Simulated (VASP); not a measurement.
Ni, 1 atom in the cell. The structure is cubic, space group Fm-3m (No. 225). The conventional cell has a = 3.466 Å, b = 3.466 Å, c = 3.466 Å, α = 90.00°, β = 90.00°, γ = 90.00°. Ni (site symmetry m-3m) has 12 Ni at 2.45 Å within 3.2 Å. 

```yaml
Program: VASP 6.6.1
Task: single point
Functional: r2SCAN
Potentials_or_basis: VASP PAW PBE potentials, release 64 (Ni)
Cutoff: 520 eV
k_mesh: 9 × 9 × 9
Occupations: fermi-dirac, width 0.1 eV
Spin: no spin polarisation
Dipole_correction: no
Further_INCAR_settings: ALGO = Normal; EDIFF = 1e-07; NBANDS = 11
```

Potentials or basis: VASP PAW PBE potentials, release 64 (Ni).

The run is started by

```console
$ cat potpaw_PBE.64/Ni/POTCAR > POTCAR
$ cp INCAR.step1 INCAR
$ mpirun -np 1 vasp_std > vasp.out
$ cp INCAR.step2 INCAR
$ mpirun -np 1 vasp_std > vasp.out
```

Hardware: 1 thread of Intel(R) Xeon(R) 6975P-C (Granite Rapids), on a shared host.

Q: How long does it take, and how much memory?

A: It took 10 s on 1 thread of Intel(R) Xeon(R) 6975P-C (Granite Rapids) (shared host), peak memory 0.12 GiB. Counts: k points 35.
